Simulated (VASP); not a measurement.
# Be3TeSe2 (P6mm) in VASP: relaxation of cell and atoms with PBE

Aim: the relaxation of cell and atoms of Be3TeSe2 with PBE.

Everything below comes from runs of VASP 6.6.1. Logs are shortened: lines on timing, memory, paths and dates and some standing lists are left out, and cuts for length are marked.

**1. The cell of the first run**

The structure is hexagonal, space group P6mm (No. 183). The conventional cell has a = 4.576 Å, b = 4.576 Å, c = 7.033 Å, α = 90.00°, β = 90.00°, γ = 120.00°. Within 2.4 Å of Be (site symmetry 2mm) lie 2 Se at 1.84 Å and 4 Be at 2.29 Å. Te (site symmetry 6mm) has 6 Se at 2.65 Å and 6 Be at 2.71 Å within 3.5 Å. Within 2.4 Å of Se (site symmetry 3m) lie 3 Be at 1.84 Å.

The cell was generated, and may not be a known phase.

**2. Relaxation of cell and atoms, PBE**

INCAR reads:

```
SYSTEM = Be3TeSe2
  ALGO = Normal
  EDIFF = 1E-7
  EDIFFG = -0.08
  ENCUT = 600
  GGA = PE
  GGA_COMPAT = .False.
  IBRION = 2
  ISIF = 3
  ISMEAR = 0
  LASPH = .True.
  LCHARG = .False.
  LREAL = .False.
  LWAVE = .False.
  NELM = 120
  NELMIN = 4
  NSW = 36
  PREC = Accurate
  SIGMA = 0.15
```

KPOINTS reads:

```
k-points
0
Gamma
  3 3 2
  0 0 0
```

POSCAR reads:

```
Be3TeSe2
1.0
    4.5758812900      0.0000000000      0.0000000000
   -2.2879406500      3.9628294400      0.0000000000
    0.0000000000      0.0000000000      7.0326074500
Be Te Se
3 1 2
Direct
    0.5000000000      0.0000000000      0.3297002000
    0.0000000000      0.5000000000      0.3297002000
    0.5000000000      0.5000000000      0.3297002000
    0.0000000000      0.0000000000      0.1233007500
    0.3333333300      0.6666666700      0.1483718300
    0.6666666700      0.3333333300      0.1483718300
```

Potentials or basis: VASP PAW PBE potentials, release 64 (Be, Te, Se).

Launch:

```sh
> cat potpaw_PBE.64/Be/POTCAR potpaw_PBE.64/Te/POTCAR potpaw_PBE.64/Se/POTCAR > POTCAR
> mpirun -np 1 vasp_std > vasp.out
```

OUTCAR:

```text
SYSTEM = Be3TeSe2
   EDIFF = 1E-7
   EDIFFG = -0.08
   ENCUT = 600
   GGA = PE
   IBRION = 2
   ISIF = 3
   ISMEAR = 0
   LASPH = .True.
   LREAL = .False.
   NELM = 120
   NELMIN = 4
   NSW = 36
   PREC = Accurate

 ion  position               nearest neighbor table
   1  0.500  0.000  0.330-   5 1.84   6 1.84   2 2.29   2 2.29   3 2.29   3 2.29   4 2.71   4 2.71

   2  0.000  0.500  0.330-   5 1.84   6 1.84   1 2.29   1 2.29   3 2.29   3 2.29   4 2.71   4 2.71

   3  0.500  0.500  0.330-   5 1.84   6 1.84   2 2.29   2 2.29   1 2.29   1 2.29   4 2.71   4 2.71

   4  0.000  0.000  0.123-   5 2.65   6 2.65   6 2.65   5 2.65   6 2.65   5 2.65   3 2.71   3 2.71
                             1 2.71   1 2.71   2 2.71   2 2.71
   5  0.333  0.667  0.148-   2 1.84   1 1.84   3 1.84   6 2.64   6 2.64   6 2.64   4 2.65   4 2.65
                             4 2.65
   6  0.667  0.333  0.148-   2 1.84   1 1.84   3 1.84   5 2.64   5 2.64   5 2.64   4 2.65   4 2.65
                             4 2.65

  LATTYP: Found a hexagonal cell.
 ALAT       =     4.5758812900
 C/A-ratio  =     1.5368859033

  Lattice vectors:

 A1 = (   4.5758812900,   0.0000000000,   0.0000000000)
 A2 = (  -2.2879406500,   3.9628294400,   0.0000000000)
 A3 = (   0.0000000000,   0.0000000000,   7.0326074500)

Analysis of symmetry for initial positions (statically):
=====================================================================
 Subroutine PRICEL returns:
 Original cell was already a primitive cell.

 Routine SETGRP: Setting up the symmetry group for a
 hexagonal supercell.

 Subroutine GETGRP returns: Found 12 space group operations
 (whereof 12 operations were pure point group operations)
 out of a pool of 24 trial point group operations.

The static configuration has the point symmetry C_6v.

Analysis of symmetry for dynamics (positions and initial velocities):
=====================================================================
 Subroutine PRICEL returns:
 Original cell was already a primitive cell.

 Routine SETGRP: Setting up the symmetry group for a
 hexagonal supercell.

 Subroutine GETGRP returns: Found 12 space group operations
 (whereof 12 operations were pure point group operations)
 out of a pool of 24 trial point group operations.

The dynamic configuration has the point symmetry C_6v.

 Subroutine INISYM returns: Found 12 space group operations
 (whereof 12 operations are pure point group operations),
 and found     1 'primitive' translations

----------------------------------------------------------------------------------------

                                     Primitive cell

  volume of cell :     127.5253

  direct lattice vectors                    reciprocal lattice vectors
     4.575881290  0.000000000  0.000000000     0.218537138  0.126172476  0.000000000
    -2.287940650  3.962829440  0.000000000     0.000000000  0.252344951  0.000000000
     0.000000000  0.000000000  7.032607450     0.000000000  0.000000000  0.142194770

  length of vectors
     4.575881290  4.575881291  7.032607450     0.252344951  0.252344951  0.142194770

  position of ions in fractional coordinates (direct lattice)
     0.500000000  0.000000000  0.329700200
     0.000000000  0.500000000  0.329700200
     0.500000000  0.500000000  0.329700200
     0.000000000  0.000000000  0.123300750
     0.333333330  0.666666670  0.148371830
     0.666666670  0.333333330  0.148371830

  ion indices of the primitive-cell ions
   primitive index   ion index
                 1           1
                 2           2
                 3           3
                 4           4
                 5           5
                 6           6

----------------------------------------------------------------------------------------

 KPOINTS: k-points

Automatic generation of k-mesh.
 Grid dimensions read from file:
 generate k-points for:    3    3    2

 Generating k-lattice:

  Cartesian coordinates                     Fractional coordinates (reciprocal lattice)
     0.072845713  0.042057492  0.000000000     0.333333333  0.000000000  0.000000000
     0.000000000  0.084114984  0.000000000     0.000000000  0.333333333  0.000000000
     0.000000000  0.000000000  0.071097385     0.000000000  0.000000000  0.500000000

  Length of vectors
     0.084114984  0.084114984  0.071097385

  Shift w.r.t. Gamma in fractional coordinates (k-lattice)
     0.000000000  0.000000000  0.000000000

 Subroutine IBZKPT returns following result:
 ===========================================

 Found      6 irreducible k-points:

 Following reciprocal coordinates:
            Coordinates               Weight
  0.000000  0.000000  0.000000      1.000000
  0.333333 -0.000000  0.000000      6.000000
  0.333333  0.333333  0.000000      2.000000
  0.000000  0.000000  0.500000      1.000000
  0.333333 -0.000000  0.500000      6.000000
  0.333333  0.333333  0.500000      2.000000
   k-points           NKPTS =      6   k-points in BZ     NKDIM =      6   number of bands    NBANDS=     16
   number of dos      NEDOS =    301   number of ions     NIONS =      6
   total plane-waves  NPLWV =  89600
   dimension x,y,z NGX =    40 NGY =   40 NGZ =   56
   dimension x,y,z NGXF=    80 NGYF=   80 NGZF=  112
   ions per type =               3   1   2
   NGX,Y,Z   is equivalent  to a cutoff of  14.53, 14.53, 13.24 a.u.
   NGXF,Y,Z  is equivalent  to a cutoff of  29.06, 29.06, 26.48 a.u.
 SYSTEM =  Be3TeSe2
   PREC   = accura    normal or accurate (medium, high low for compatibility)
   ISTART =      0    job   : 0-new  1-cont  2-samecut
   ICHARG =      2    charge: 1-file 2-atom 10-const
   ISPIN  =      1    spin polarized calculation?
   LNONCOLLINEAR =      F non collinear calculations
   LSORBIT =      F    spin-orbit coupling
   LASPH  =      T    aspherical Exc in radial PAW
   ENCUT  =  600.0 eV  44.10 Ry    6.64 a.u.   9.14  9.14 14.05*2*pi/ulx,y,z
   NELM   =    120;   NELMIN=  4; NELMDL= -5     # of ELM steps
   EDIFF  = 0.1E-06   stopping-criterion for ELM
   LREAL  =      F    real-space projection
   EDIFFG = -.8E-01   stopping-criterion for IOM
   NSW    =     36    number of steps for IOM
   IBRION =      2    ionic relax: 0-MD 1-quasi-New 2-CG
   NFREE  =      1    steps in history (QN), initial steepest desc. (CG)
   ISIF   =      3    stress and relaxation
   ISYM   =      2    0-nonsym 1-usesym 2-fastsym
   POTIM  = 0.5000    time-step for ionic-motion
   TEBEG  =    0.0;   TEEND  =   0.0 temperature during run
   PSTRESS=    0.0 pullay stress
   NELECT =      24.0000    total number of electrons
   NUPDOWN=      -1.0000    fix difference up-down
   EMIN   =  10.00;   EMAX   =-10.00  energy-range for DOS
   EFERMI =   0.00;   METHOD = LEGACY
   ISMEAR =     0;   SIGMA  =   0.15  broadening in eV -4-tet -1-fermi 0-gaus
   EFERMI_NEDOS =   21; number of points for ismear=-14 and -15
   IALGO  =     38    algorithm
   IMIX   =      4    mixing-type and parameters
     AMIX     =   0.40;   BMIX     =  1.00
     AMIX_MAG =   1.60;   BMIX_MAG =  1.00
  volume/ion in A,a.u.               =      21.25       143.43
  Fermi-wavevector in a.u.,A,eV,Ry     =   0.938166  1.772877 11.975245  0.880156
  Thomas-Fermi vector in A             =   2.065351
   LORBIT       =      0    0 simple, 1 ext, 2 COOP (PROOUT), +10 PAW based schemes
   GGA     = PE    functional components
   LHFCALC =     F    Hartree Fock is set to
   AEXX    =    0.0000 exact exchange contribution
   IVDW    =     0    specifies the selected vdW correction
   LEPSILON=     F    determine dielectric tensor
   LRPA    =     F    only Hartree local field effects (RPA)
 conjugate gradient relaxation of ions
 non-spin polarized calculation
 Gauss-broadening in eV      SIGMA  =   0.15
  energy-cutoff  :      600.00
  volume of cell :      127.53
 maximum number of plane-waves:      4266
 NGX is ok and might be reduce to    40
   NGX = 19   NGY = 19   NGZ = 29

--------------------------------------- Ionic step        1  -------------------------------------------

 number of electron      24.0000001 magnetization

 Free energy of the ion-electron system (eV)
  ---------------------------------------------------
  ext. energy  EPLUGINS =         0.00000000
  ---------------------------------------------------
  free energy    TOTEN  =        -7.10768011 eV

  energy without entropy =       -7.07265353  energy(sigma->0) =       -7.09016682

------------------------ aborting loop because EDIFF is reached ----------------------------------------

  FORCE on cell =-STRESS in cart. coord.  units (eV):
  Direction    XX          YY          ZZ          XY          YZ          ZX
  --------------------------------------------------------------------------------------
  -------------------------------------------------------------------------------------
  Total       46.6479255     46.6479255     27.2971129     -0.0000001     -0.0000000     -0.0000000
  in kB      586.0658434    586.0658429    342.9499875     -0.0000007     -0.0000000     -0.0000000
  external PRESSURE =     505.0272246 kB  Pullay stress =       0.0000000 kB
[... 27 lines left out ...]
--------------------------------------- Ionic step        2  -------------------------------------------

 number of electron      23.9999998 magnetization

 E-fermi :  -1.2706     XC(G=0):  -5.8231

 val. band max:       -1.2754368284   @ k =   0.3333  -0.0000   0.0000
 cond. band min:      -1.2356002163   @ k =   0.3333  -0.0000   0.5000
 fundamental gap:      0.0398366121
 Fermi energy:        -1.2705881891

 k-point     1 :       0.0000    0.0000    0.0000
  band No.  band energies     occupation
      1     -13.3214      2.00000
      2     -12.5378      2.00000
      3     -11.0717      2.00000
      4      -5.2249      2.00000
      5      -3.5092      2.00000
      6      -3.5092      2.00000
[... 176 lines left out ...]
  FREE ENERGIE OF THE ION-ELECTRON SYSTEM (eV)
  ---------------------------------------------------
  free  energy   TOTEN  =       -16.2100673512 eV

  energy  without entropy=      -16.1494316286  energy(sigma->0) =      -16.17974949

[... ionic steps 4 to 29 ...]

--------------------------------------- Ionic step       30  -------------------------------------------

 number of electron      24.0000000 magnetization

------------------------ aborting loop because EDIFF is reached ----------------------------------------
[... 75 lines left out ...]
--------------------------------------- Ionic step       32  -------------------------------------------

 number of electron      24.0000000 magnetization

 Free energy of the ion-electron system (eV)
  ---------------------------------------------------
  ext. energy  EPLUGINS =         0.00000000
  ---------------------------------------------------
  free energy    TOTEN  =       -21.29974244 eV

  energy without entropy =      -21.29843813  energy(sigma->0) =      -21.29909028

 E-fermi :   1.5038     XC(G=0):  -7.6156

 val. band max:        1.2332567022   @ k =   0.0000   0.0000   0.0000
 cond. band min:       1.7218785184   @ k =   0.0000   0.0000   0.0000
 fundamental gap:      0.4886218163
 Fermi energy:         1.5037871223

 k-point     1 :       0.0000    0.0000    0.0000
  band No.  band energies     occupation
      1     -12.1834      2.00000
      2     -10.8838      2.00000
      3      -8.2255      2.00000
      4      -3.0846      2.00000
      5      -3.0846      2.00000
      6      -2.5360      2.00000
[... 136 lines left out ...]
  FREE ENERGIE OF THE ION-ELECTRON SYSTEM (eV)
  ---------------------------------------------------
  free  energy   TOTEN  =       -21.2997424369 eV

  energy  without entropy=      -21.2984381300  energy(sigma->0) =      -21.29909028

 reached required accuracy - stopping structural energy minimisation
```

Run time: 6.6 min. Hardware: 1 thread of Intel Xeon 6975P-C (Granite Rapids), shared host; peak memory 0.3 GiB.

Results:

| Property | Result |
| --- | --- |
| Free energy | -21.2997 eV |
| Relaxed volume | 27.21 Å³/atom |
| Relaxed cell | a = 5.747 Å, b = 5.747 Å, c = 5.708 Å, α = 90.00°, β = 90.00°, γ = 120.00° |
| Space group after relaxing (to 0.1 Å) | P6mm (No. 183) |
| Energy gained by relaxing | 2365.3 meV/atom |
| Ionic steps | 32 |
| Pressure after relaxing | -0.1 GPa |
| Largest force after relaxing | 0.038 eV/Å |
| Band gap on the k mesh | 0.49 eV |

Forces on the atoms (eV/Å):
```
Be   0.000  0.000 -0.037
Be   0.000  0.000 -0.037
Be   0.000  0.000 -0.037
Te   0.000  0.000  0.038
Se   0.000  0.000  0.036
Se   0.000  0.000  0.036
```

The path:
| step | energy change (eV) | largest force (eV/Å) | pressure (GPa) | volume (Å³) |
| --- | --- | --- | --- | --- |
| 1 | 0.0000 | 10.8143 | 50.50 | 127.53 |
| 2 | -3.4384 | 1.5729 | -6.79 | 294.05 |
| 3 | -9.1024 | 1.2507 | -1.33 | 188.03 |
| 4 | -9.1615 | 1.2591 | -0.47 | 184.53 |
| 5 | -9.1996 | 1.2884 | 0.98 | 179.37 |
| 6 | -9.7446 | 1.4580 | -0.51 | 185.08 |
| 7 | -10.0444 | 1.3696 | -0.92 | 190.22 |
| 8 | -10.8037 | 1.9488 | -0.49 | 198.79 |
| 9 | -12.7013 | 1.1798 | -1.53 | 207.84 |
| 10 | -12.7303 | 1.0116 | -1.86 | 208.08 |
| 11 | -12.7838 | 1.0017 | 2.93 | 188.45 |
| 12 | -12.8878 | 0.8296 | 0.49 | 197.14 |
| 13 | -12.9972 | 0.7320 | 0.08 | 199.12 |
| 14 | -13.2202 | 0.3856 | -1.12 | 205.14 |
| 15 | -13.1445 | 0.3033 | -3.13 | 217.49 |
| 16 | -13.2745 | 0.1932 | -2.00 | 209.96 |
| 17 | -13.3085 | 0.2422 | -1.86 | 209.09 |
| 18 | -13.3965 | 0.3965 | -1.44 | 206.46 |
| 19 | -13.5096 | 0.7470 | -0.57 | 201.14 |
| 20 | -13.4563 | 1.6466 | 1.26 | 190.31 |
| 21 | -13.5358 | 1.0236 | 0.02 | 197.49 |
| 22 | -13.6318 | 0.9238 | -0.25 | 196.21 |
| 23 | -13.8697 | 0.3958 | -1.43 | 192.17 |
| 24 | -13.6594 | 1.7176 | -4.78 | 183.32 |
| 25 | -13.9239 | 0.4722 | -2.36 | 190.02 |
| 26 | -14.0590 | 0.4842 | -1.80 | 180.31 |
| 27 | -14.1200 | 0.5120 | -1.25 | 171.48 |
| 28 | -14.1243 | 0.5253 | -1.07 | 168.73 |
| 29 | -14.1483 | 0.4305 | -0.15 | 166.83 |
| 30 | -14.1494 | 0.4067 | 0.10 | 166.33 |
| 31 | -14.1702 | 0.2886 | 0.05 | 165.57 |
| 32 | -14.1921 | 0.0382 | -0.08 | 163.28 |

Final structure:
```cif
data_structure
_symmetry_space_group_name_H-M 'P 1'
_symmetry_Int_Tables_number 1
_cell_length_a 5.7474
_cell_length_b 5.7474
_cell_length_c 5.7077
_cell_angle_alpha 90.000
_cell_angle_beta 90.000
_cell_angle_gamma 120.000
_cell_volume 163.28
loop_
_atom_site_label
_atom_site_type_symbol
_atom_site_fract_x
_atom_site_fract_y
_atom_site_fract_z
_atom_site_occupancy
Be1 Be 0.50000 0.00000 0.27400 1
Be2 Be 0.00000 0.50000 0.27400 1
Be3 Be 0.50000 0.50000 0.27400 1
Te1 Te 0.00000 0.00000 0.48340 1
Se1 Se 0.33333 0.66667 0.05188 1
Se2 Se 0.66667 0.33333 0.05188 1
```

Caveat: the k points lie up to 0.55 Å⁻¹ apart in the final cell; the volume moved by over 15 % at a fixed basis, so the end points are rough; semilocal functionals underestimate gaps, and a narrow one can read as zero; spin-orbit coupling is left out, which moves the levels of the heavy elements; this functional lacks dispersion, which binds layers or chains, so the pressure and a relaxed spacing across them are unreliable; the relaxation stopped at a loose force limit of 0.08 eV/Å, so its end isn't a converged minimum.
